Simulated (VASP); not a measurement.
A run of VASP 6.6.1:

INCAR

```
PREC = Accurate
ENCUT = 500
EDIFF = 1E-6
ISMEAR = -1
SIGMA = 0.1
LREAL = F
LASPH = T
NELM = 120
ALGO = Normal
ISIF = 2
LWAVE = F
LCHARG = F
GGA = PS
NBANDS = 12
GGA_COMPAT = F
```

File KPOINTS:

```
Automatic mesh
0
Gamma
  18 18 18
```

The input POSCAR:

```
Au
1.0
    0.0000000000      2.0417732430      2.0417732430
    2.0417732430      0.0000000000      2.0417732430
    2.0417732430      2.0417732430      0.0000000000
Au
1
Direct
    0.0000000000      0.0000000000      0.0000000000
```

Potentials or basis: VASP PAW PBE potentials, release 64 (Au).

Command:

```console
$ cat potpaw_PBE.64/Au/POTCAR > POTCAR
$ mpirun -np 1 vasp_std > vasp.out
```

Hardware: 1 thread of AMD EPYC 7R43 64-Core Processor (Zen 3), on a shared host.

Task: How long does it take, and how much memory?

Result: Run time: 28 s on 1 thread of AMD EPYC 7R43 64-Core Processor (Zen 3), on a shared host, peak memory 0.13 GiB. Counts: scf iterations 11, k points 195.
